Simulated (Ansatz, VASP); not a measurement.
## Te: VASP beside Ansatz

INCAR

```
ALGO     = Normal         # electronic algorithm
EDIFF    = 1E-6           # SCF threshold, eV
ENCUT    = 520            # plane-wave cutoff, eV
GGA      = PE             # functional
ISIF     = 2              # what is computed and relaxed
ISMEAR   = 0              # smearing method
LASPH    = T              # aspherical terms in the spheres
LCHARG   = F              # write CHGCAR
LREAL    = F              # projectors in reciprocal space
LWAVE    = F              # write WAVECAR
NBANDS   = 9              # bands
NELM     = 80             # most SCF steps
PREC     = Accurate       # precision mode
SIGMA    = 0.15           # smearing width, eV
```

The input KPOINTS:

```
k-points
0
Gamma
  15 15 15
```

File POSCAR:

```
Te
1.0
    2.1747899057      1.2556155375      1.8897474421
   -2.1747899057      1.2556155375      1.8897474421
    0.0000000000     -2.5112310750      1.8897474421
Te
1
Direct
    0.5000000000      0.5000000000      0.5000000000
```

Input for Ansatz:

```yaml
crystal:
  lattice:
    - [2.1747899057, 1.2556155375, 1.8897474421]
    - [-2.1747899057, 1.2556155375, 1.8897474421]
    - [0.0, -2.511231075, 1.8897474421]
  atoms:
    - { symbol: Te, position: [0.5, 0.5, 0.5] }
basis:
  ecutwfc: 420
kpoints:
  mp_grid: { grid: [15, 15, 15] }
hamiltonian:
  xc: pbe
scf:
  occupations: { method: gaussian, width: 0.15 }
output:
  forces: true
  stress: true
  eigenvalues: true
```

Alike in both runs: task single point; functional PBE; k mesh 15 × 15 × 15; occupations gaussian, width 0.15 eV; no spin polarisation.

|  | VASP | Ansatz |
| --- | --- | --- |
| version | VASP 6.6.1 | Ansatz 0.2.0 |
| potentials or method | VASP PAW PBE potentials, release 64 (Te), cutoff 520 eV | scalar-relativistic, plane waves, PAW |
| valence electrons in the cell | 6 | 16 |

```tsv
	VASP	Ansatz	Ansatz less VASP
gap on the k mesh at the Fermi level (eV)	none	none	-
pressure (GPa)	3.0	3.0	+0.04
traceless stress, the component that is largest in VASP (GPa)	-0.07	-0.07	-0.003
```

A gap of «none» marks a metal or a gap that the smearing closes. VASP's potentials hold 6 valence electrons a cell and Ansatz's 16, so a difference there can come from the potentials and not from the codes.

Neither program's run includes spin-orbit coupling.
